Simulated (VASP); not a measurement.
The system is Sb.

```
Sb
1.0
     0.00000    2.37124    2.37124
     2.37124    0.00000    2.37124
     2.37124    2.37124    0.00000
Sb
1
Direct
  0.00000 0.00000 0.00000
```

- Program: VASP 6.6.1
- Task: relaxation of cell and atoms
- Functional: PBEsol-based screened hybrid
- Potentials or basis: VASP PAW PBE potentials, release 64 (Sb)
- Cutoff: 600 eV
- k mesh: 5 × 5 × 5
- Occupations: fermi-dirac, width 0.05 eV
- Spin: no spin polarisation

At the start: pressure -2.9 GPa; volume 26.67 Å³/atom.

Where does the relaxation end?

Over 3 steps the energy falls by 10.5 meV/atom and the volume is 25.55 Å³/atom (-4.2 %); space group Fm-3m (No. 225, to 0.05 Å).

Step by step:
```csv
step,energy change (eV),largest force (eV/Å),pressure (GPa),volume (Å³)
1,0.0000,0.0000,-2.94,26.67
2,-0.0057,0.0000,2.16,24.82
3,-0.0105,0.0000,0.01,25.55
```

Final structure:
```
Sb
1.0
     0.00000    2.33773    2.33773
     2.33773    0.00000    2.33773
     2.33773    2.33773    0.00000
Sb
1
Direct
  0.00000 0.00000 0.00000
```

Caveat: the k points lie up to 0.47 Å⁻¹ apart in the final cell; the PAW data sets were made with another functional, which shifts forces and pressure a little.
